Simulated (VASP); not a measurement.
The system is BaSr.

```xyz
2
Lattice="5.1100 0.0000 0.0000 0.0000 5.1100 0.0000 0.0000 0.0000 5.1100" Properties=species:S:1:pos:R:3 pbc="T T T"
Sr    0.0000    0.0000    0.0000
Ba    2.5550    2.5550    2.5550
```

* Program: VASP 6.6.1
* Task: relaxation of cell and atoms
* Functional: LDA
* Potentials or basis: VASP PAW LDA potentials, release 64 (Sr_sv, Ba_sv)
* Cutoff: 600 eV
* k mesh: 5 × 5 × 5
* Occupations: methfessel-paxton, width 0.05 eV
* Spin: no spin polarisation

At the start: pressure -2.2 GPa; volume 66.72 Å³/atom.

**Question.** Where does the relaxation end?

**Answer.** Over 4 steps the energy falls by 119.1 meV/atom and the volume is 51.91 Å³/atom (-22.2 %); space group Pm-3m (No. 221, to 0.05 Å).

The path:
| step | energy change (eV) | largest force (eV/Å) | pressure (GPa) | volume (Å³) |
| --- | --- | --- | --- | --- |
| 1 | 0.0000 | 0.0000 | -2.17 | 133.43 |
| 2 | -0.1841 | 0.0000 | -1.26 | 116.75 |
| 3 | -0.2361 | 0.0000 | -0.28 | 106.39 |
| 4 | -0.2382 | 0.0000 | 0.03 | 103.83 |

Final structure:
```
Sr Ba
1.0
     4.70007    0.00000    0.00000
     0.00000    4.70007    0.00000
     0.00000    0.00000    4.70007
Sr Ba
1 1
Direct
  0.00000 0.00000 0.00000
  0.50000 0.50000 0.50000
```

Caveat: the volume moved by over 15 % at a fixed basis, so the end points are rough.
